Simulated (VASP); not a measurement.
Set up this calculation in VASP 6.6.1, as the native input.

| Item | Value |
| --- | --- |
| Task | single point |
| Functional | PBE |
| Potentials or basis | VASP PAW PBE potentials, release 64 (Zr_sv) |
| Cutoff | 520 eV |
| k mesh | 9 × 9 × 9 |
| Occupations | fermi-dirac, width 0.1 eV |
| Spin | no spin polarisation |
| Dipole correction | no |
| Further INCAR settings | ALGO = Normal; EDIFF = 1e-06; NBANDS = 19 |

The structure of Zr lies in POSCAR:

```
Zr
1.0
    0.0000000000      3.1443159116      3.1443159116
    3.1443159116      0.0000000000      3.1443159116
    3.1443159116      3.1443159116      0.0000000000
Zr
2
Direct
    0.1250000000      0.1250000000      0.1250000000
    0.8750000000      0.8750000000      0.8750000000
```

These files were run (other wordings do the same):

INCAR

```
SYSTEM = Zr
PREC = Accurate ; ENCUT = 520
EDIFF = 1E-6 ; ISMEAR = -1
SIGMA = 0.1 ; LREAL = .False.
LASPH = .True. ; NELM = 80
ALGO = Normal ; ISIF = 2
LWAVE = .False. ; LCHARG = .False.
GGA = PE ; NBANDS = 19
```

KPOINTS

```
Automatic mesh
0
Gamma
  9 9 9
  0 0 0
```

Potentials or basis: VASP PAW PBE potentials, release 64 (Zr_sv).

Run with:

```console
$ cat potpaw_PBE.64/Zr_sv/POTCAR > POTCAR
$ mpirun -np 1 vasp_std > vasp.out
```

It gave:

```
Pressure               : 0.1 GPa
Band gap on the k mesh : zero (band 12 reaches 5.62 eV, above the bottom of band 13 at 5.46 eV)
```

Run time: 60 s on 1 thread of Intel Xeon 6975P-C, with other jobs on the host, peak memory 0.21 GiB.
